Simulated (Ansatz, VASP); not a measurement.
# MgO: VASP beside Ansatz

```
Mg O
1.0
     0.00000    2.17600    2.17600
     2.17600    0.00000    2.17600
     2.17600    2.17600    0.00000
Mg O
1 1
Cartesian
  0.0000 0.0000 0.0000
  2.1760 2.1760 2.1760
```

Alike in both runs: task single point; functional LDA; k mesh 9 × 9 × 9; occupations gaussian, width 0.15 eV; no spin polarisation.

```csv
,VASP,Ansatz
version,VASP 6.6.1,Ansatz 0.2.0
potentials or method,"VASP PAW LDA potentials, release 64 (Mg, O), cutoff 600 eV","PAW, plane waves, scalar-relativistic"
valence electrons in the cell,8,16
```

VASP gave:

| Property | Result |
| --- | --- |
| pressure (GPa) | -19.5 |

Q: Estimate Ansatz's values.

A: Pressure (GPa): -17.7.

LDA's correlation is that of Perdew and Zunger in VASP and of Perdew and Wang (1992) in Ansatz. VASP's potentials hold 8 valence electrons a cell and Ansatz's 16, so a difference there can come from the potentials and not from the codes.
